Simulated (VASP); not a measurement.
**Hf8HO16 (a cell with a defect): single point with PBE**

System: Hf8HO16 (a cell with a defect).

```
CELL_PARAMETERS angstrom
0.00000 5.06970 5.10173
5.29432 0.00000 5.10173
5.29432 5.06970 0.00000
ATOMIC_POSITIONS crystal
Hf 0.25191 0.99996 0.02002
Hf 0.75123 0.49209 0.53836
Hf 0.27428 0.47626 0.98913
Hf 0.77831 0.96868 0.48724
Hf 0.23384 0.01673 0.50156
Hf 0.73373 0.52086 0.00117
Hf 0.26267 0.48576 0.47205
Hf 0.75063 0.01383 0.94303
O 0.03328 0.31764 0.05006
O 0.53622 0.81853 0.55301
O 0.41725 0.44332 0.67055
O 0.90234 0.92194 0.17675
O 0.11787 0.37874 0.34889
O 0.61563 0.88220 0.84987
O 0.35449 0.64448 0.11009
O 0.84928 0.14943 0.59709
O 0.13799 0.85181 0.39878
O 0.64371 0.35205 0.90542
O 0.40596 0.08806 0.13616
O 0.90404 0.58418 0.64744
O 0.20449 0.15061 0.71630
O 0.75125 0.66870 0.20740
O 0.08211 0.78232 0.83184
O 0.58917 0.28284 0.33444
H 0.85735 0.75158 0.20601
```

- Program: VASP 6.6.1
- Task: single point
- Functional: PBE
- Potentials or basis: VASP PAW PBE potentials, release 64 (Hf_pv, O, H)
- Cutoff: 520 eV
- k mesh: 1 × 1 × 1
- Occupations: fermi-dirac, width 0.01 eV
- Spin: no spin polarisation
- Dipole correction: no
- Charge: 1
- Further INCAR settings: ALGO = Normal; EDIFF = 1e-06; NBANDS = 106; NELECT = 176.0

```json
{"Largest force": "0.090 eV/Å"}
```

Forces in eV/Å, atoms in the order of the input:
```
Hf   0.026  0.026  0.015
Hf   0.055  0.008 -0.014
Hf  -0.028 -0.003 -0.017
Hf  -0.024 -0.008 -0.007
Hf   0.058 -0.007 -0.010
Hf  -0.031 -0.048 -0.033
Hf  -0.041 -0.015 -0.029
Hf  -0.026 -0.030 -0.027
O   -0.026 -0.042  0.021
O   -0.030 -0.034  0.021
O    0.022 -0.032  0.019
O    0.054 -0.037  0.007
O   -0.030  0.046  0.018
O   -0.005  0.060  0.020
O    0.035  0.036  0.013
O    0.061  0.066 -0.010
O    0.021 -0.041  0.004
O   -0.032 -0.038  0.014
O   -0.041 -0.034 -0.002
O   -0.022 -0.034 -0.008
O   -0.031  0.043  0.011
O   -0.014  0.021 -0.072
O    0.008  0.045  0.014
O    0.018  0.044  0.006
H    0.023  0.007  0.045
```

Levels at points of the mesh, in eV from the Fermi level:
```tsv
k point	band 84	band 85	band 86	band 87	band 88	band 89	band 90	band 91	band 92	band 93
(0.00, 0.00, 0.00)	-1.02	-0.92	-0.56	-0.38	-0.33	4.13	4.29	4.44	4.57	4.65
```

Run time: 2 min on 1 thread of AMD EPYC 7R43 64-Core Processor (Zen 3), with other jobs on the host, peak memory 0.35 GiB.

Caveat: the k points lie up to 1.06 Å⁻¹ apart; the cell carries a net charge on a neutralising background, which shifts energy and pressure; the cell is charged against a uniform background, so pressure and absolute levels hang on convention; spin-orbit coupling is left out, which moves the levels of the heavy elements.
